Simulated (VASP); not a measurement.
# Be3Bi2 (P-3m1) in VASP: a series of runs, part 2 of 2

VASP 6.6.1. The steps go on from the part before.

## 3. Single point, PBE

This run uses another cell than the first one, of 19.78 Å³/atom.

The input, INCAR:

```
SYSTEM = Be3Bi2
PREC = Accurate
ENCUT = 520
EDIFF = 1E-6
ISMEAR = 0
SIGMA = 0.1
LREAL = .FALSE.
LASPH = .TRUE.
NELM = 100
ALGO = Normal
ISIF = 2
LWAVE = .FALSE.
LCHARG = .FALSE.
GGA = PE
NBANDS = 26
```

The input, KPOINTS:

```
regular mesh
0
G
  6 6 4
  0 0 0
```

The input, POSCAR:

```
Be3Bi2
1.0
    4.1619291600      0.0000000000      0.0000000000
   -2.0809645800      3.6043363800      0.0000000000
    0.0000000000      0.0000000000      6.5942124700
Be Bi
3 2
Direct
    0.0000000000      0.0000000000      0.0000000000
    0.3333333300      0.6666666700      0.3666155300
    0.6666666700      0.3333333300      0.6333844700
    0.3333333300      0.6666666700      0.7718739500
    0.6666666700      0.3333333300      0.2281260500
```

Potentials or basis: VASP PAW PBE potentials, release 64 (Be, Bi_d).

Command:

```sh
$ cat potpaw_PBE.64/Be/POTCAR potpaw_PBE.64/Bi_d/POTCAR > POTCAR
$ mpirun -np 1 vasp_std > vasp.out
```

OUTCAR:

```text
SYSTEM = Be3Bi2
   PREC = Accurate
   ENCUT = 520
   EDIFF = 1E-6
   ISMEAR = 0
   LREAL = .FALSE.
   LASPH = .TRUE.
   NELM = 100
   ISIF = 2
   GGA = PE

 ion  position               nearest neighbor table
   1  0.000  0.000  0.000-   4 2.83   5 2.83   4 2.83   5 2.83   5 2.83   4 2.83
   2  0.333  0.667  0.367-   5 2.57   5 2.57   5 2.57   4 2.67
   3  0.667  0.333  0.633-   4 2.57   4 2.57   4 2.57   5 2.67
   4  0.333  0.667  0.772-   3 2.57   3 2.57   3 2.57   2 2.67   1 2.83   1 2.83   1 2.83   5 3.85
                             5 3.85   5 3.85
   5  0.667  0.333  0.228-   2 2.57   2 2.57   2 2.57   3 2.67   1 2.83   1 2.83   1 2.83   4 3.85
                             4 3.85   4 3.85

  LATTYP: Found a hexagonal cell.
 ALAT       =     4.1619291600
 C/A-ratio  =     1.5844124723

  Lattice vectors:

 A1 = (   4.1619291600,   0.0000000000,   0.0000000000)
 A2 = (  -2.0809645800,   3.6043363800,   0.0000000000)
 A3 = (   0.0000000000,   0.0000000000,   6.5942124700)

Analysis of symmetry for initial positions (statically):
=====================================================================
 Subroutine PRICEL returns:
 Original cell was already a primitive cell.

 Routine SETGRP: Setting up the symmetry group for a
 hexagonal supercell.

 Subroutine GETGRP returns: Found 12 space group operations
 (whereof 12 operations were pure point group operations)
 out of a pool of 24 trial point group operations.

The static configuration has the point symmetry D_3d.

Analysis of symmetry for dynamics (positions and initial velocities):
=====================================================================
 Subroutine PRICEL returns:
 Original cell was already a primitive cell.

 Routine SETGRP: Setting up the symmetry group for a
 hexagonal supercell.

 Subroutine GETGRP returns: Found 12 space group operations
 (whereof 12 operations were pure point group operations)
[... 126 lines left out ...]
     AMIX     =   0.40;   BMIX     =  1.00
     AMIX_MAG =   1.60;   BMIX_MAG =  1.00
  volume/ion in A,a.u.               =      19.78       133.51
  Fermi-wavevector in a.u.,A,eV,Ry     =   1.168821  2.208751 18.587499  1.366143
  Thomas-Fermi vector in A             =   2.305302
   LORBIT       =      0    0 simple, 1 ext, 2 COOP (PROOUT), +10 PAW based schemes
   GGA     = PE    functional components
   LHFCALC =     F    Hartree Fock is set to
   AEXX    =    0.0000 exact exchange contribution
   IVDW    =     0    specifies the selected vdW correction
   LEPSILON=     F    determine dielectric tensor
   LRPA    =     F    only Hartree local field effects (RPA)
 non-spin polarized calculation
 Gauss-broadening in eV      SIGMA  =   0.10
  energy-cutoff  :      520.00
  volume of cell :       98.92
 maximum number of plane-waves:      2689
 NGX is ok and might be reduce to    32
   NGX = 15   NGY = 15   NGZ = 25

 number of electron      35.9999996 magnetization

 Free energy of the ion-electron system (eV)
  ---------------------------------------------------
  ext. energy  EPLUGINS =         0.00000000
  ---------------------------------------------------
  free energy    TOTEN  =       -15.66627745 eV

  energy without entropy =      -15.65925567  energy(sigma->0) =      -15.66276656

 E-fermi :   6.4464     XC(G=0):  -9.7670

 val. band max:        6.3833078072   @ k =   0.3333   0.0000   0.5000
 cond. band min:       6.4471265081   @ k =   0.0000   0.1667   0.2500
 fundamental gap:      0.0638187009
 Fermi energy:         6.4463624479

 k-point     1 :       0.0000    0.0000    0.0000
  band No.  band energies     occupation
      1     -16.1649      2.00000
      2     -16.1649      2.00000
      3     -16.1597      2.00000
      4     -16.1597      2.00000
      5     -16.1519      2.00000
      6     -16.1513      2.00000
[... 685 lines left out ...]
     25      12.1857      0.00000
     26      12.1857      0.00000

------------------------ aborting loop because EDIFF is reached ----------------------------------------

  FORCE on cell =-STRESS in cart. coord.  units (eV):
  Direction    XX          YY          ZZ          XY          YZ          ZX
  --------------------------------------------------------------------------------------
  -------------------------------------------------------------------------------------
  Total       -0.7614645     -0.7614645      1.6559101      0.0000000      0.0000000      0.0000000
  in kB      -12.3332431    -12.3332430     26.8203478      0.0000000      0.0000000      0.0000000
  external PRESSURE =       0.7179539 kB  Pullay stress =       0.0000000 kB

 VOLUME and BASIS-vectors are now :
 -----------------------------------------------------------------------------
  energy-cutoff  :      520.00
  volume of cell :       98.92
      direct lattice vectors                 reciprocal lattice vectors
     4.161929160  0.000000000  0.000000000     0.240273191  0.138721792  0.000000000
    -2.080964580  3.604336380  0.000000000     0.000000000  0.277443583  0.000000000
     0.000000000  0.000000000  6.594212470     0.000000000  0.000000000  0.151648132

 POSITION                                       TOTAL-FORCE (eV/Angst)
 -----------------------------------------------------------------------------------
      0.00000      0.00000      0.00000         0.000000      0.000000      0.000000
     -0.00000      2.40289      2.41754         0.000000     -0.000000      0.680263
      2.08096      1.20145      4.17667         0.000000      0.000000     -0.680263
     -0.00000      2.40289      5.08990         0.000000     -0.000000      0.013631
      2.08096      1.20145      1.50431        -0.000000      0.000000     -0.013631
 -----------------------------------------------------------------------------------
    total drift:                               -0.000000      0.000000     -0.000000

  FREE ENERGIE OF THE ION-ELECTRON SYSTEM (eV)
  ---------------------------------------------------
  free  energy   TOTEN  =       -15.6662774505 eV

  energy  without entropy=      -15.6592556714  energy(sigma->0) =      -15.66276656
```

OSZICAR:

```text
N       E                     dE             d eps       ncg     rms          rms(c)
DAV:   1     0.328851753173E+03    0.32885E+03   -0.18179E+04  1248   0.152E+03
DAV:   2     0.131551790466E+02   -0.31570E+03   -0.30832E+03  1264   0.399E+02
DAV:   3    -0.147708023440E+02   -0.27926E+02   -0.27536E+02  1560   0.133E+02
DAV:   4    -0.157394436588E+02   -0.96864E+00   -0.96594E+00  1540   0.267E+01
DAV:   5    -0.157781241486E+02   -0.38680E-01   -0.38676E-01  1756   0.491E+00    0.222E+00
DAV:   6    -0.156762391518E+02    0.10188E+00   -0.15943E-01  1558   0.306E+00    0.122E+00
DAV:   7    -0.156661749477E+02    0.10064E-01   -0.64118E-02  1580   0.176E+00    0.546E-01
DAV:   8    -0.156657736448E+02    0.40130E-03   -0.74102E-03  1776   0.579E-01    0.124E-01
DAV:   9    -0.156661743414E+02   -0.40070E-03   -0.89658E-04  1476   0.172E-01    0.467E-02
DAV:  10    -0.156662665720E+02   -0.92231E-04   -0.17744E-04  1376   0.915E-02    0.111E-02
DAV:  11    -0.156662752906E+02   -0.87186E-05   -0.27268E-05  1394   0.421E-02    0.343E-03
DAV:  12    -0.156662768354E+02   -0.15448E-05   -0.26851E-06  1270   0.939E-03    0.171E-03
DAV:  13    -0.156662774505E+02   -0.61508E-06   -0.61427E-07   936   0.423E-03
   1 F= -.15666277E+02 E0= -.15662767E+02  d E =-.702178E-02
```

Run time: 51 s. Hardware: 1 thread of Intel Xeon Platinum 8259CL at 2.50GHz (Skylake/Cascade Lake), shared host; peak memory 0.23 GiB.

Results:

* Free energy: -15.6663 eV
* Pressure: 0.1 GPa
* Largest force: 0.680 eV/Å
* Band gap on the k mesh: zero (bands 18 and 19 overlap by 1.25 eV)

Forces on the atoms (eV/Å):
```
Be   0.000  0.000  0.000
Be   0.000  0.000  0.680
Be   0.000  0.000 -0.680
Bi   0.000  0.000  0.014
Bi   0.000  0.000 -0.014
```

Levels at points of the mesh, in eV from the Fermi level:
```csv
k point,band 15,band 16,band 17,band 18,band 19,band 20,band 21,band 22
"(0.00, 0.00, 0.00)",-1.02,0.08,0.08,0.77,1.07,1.25,2.18,2.18
"(0.50, 0.00, 0.00)",-4.16,-3.11,-2.76,-0.62,0.00,1.64,1.99,2.75
"(0.00, 0.00, 0.50)",-0.81,-0.81,0.10,0.10,1.43,1.51,1.51,1.71
"(0.50, 0.00, 0.50)",-2.33,-2.14,-1.99,-1.73,-0.17,1.08,1.33,2.44
```

Caveat: spin-orbit coupling is left out, which moves the levels of the heavy elements.

The gap in the log of VASP goes by the Fermi energy; the results here count the filled bands.